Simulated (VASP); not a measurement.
Runs of VASP 6.6.1 on La. The structure is that of space group Fm-3m (No. 225), or close to it. The cells are those of the table. 

```tsv
task	cell	k mesh for the DOS	occupations for the DOS	gap on the mesh (eV)	pressure (GPa)
single point	a = 3.720 Å, angles 60.0°, 1 atom	-	-	none	(a)
single point	a = 3.745 Å, angles 60.0°, 1 atom	-	-	none	-0.2
electric field gradients	a = 3.745 Å, angles 60.0°, 1 atom	-	-	none	-0.2
single point	a = 3.770 Å, angles 60.0°, 1 atom	-	-	none	-0.7
```

Alike in all rows: level PBE; potentials or basis VASP PAW PBE potentials, release 64 (La); no spin polarisation; k mesh 12 × 12 × 12; cutoff (eV) 520; smearing fermi-dirac 0.05 eV.

Problem. Fill in the values left out.

Solution. (a) 0.3.

Caveats: spin-orbit coupling is left out, which moves the levels of the heavy elements.

A k mesh can miss the band edges, and the runs leave out spin-orbit coupling on La.

A gap of «none» marks levels without a gap at the run's occupations.
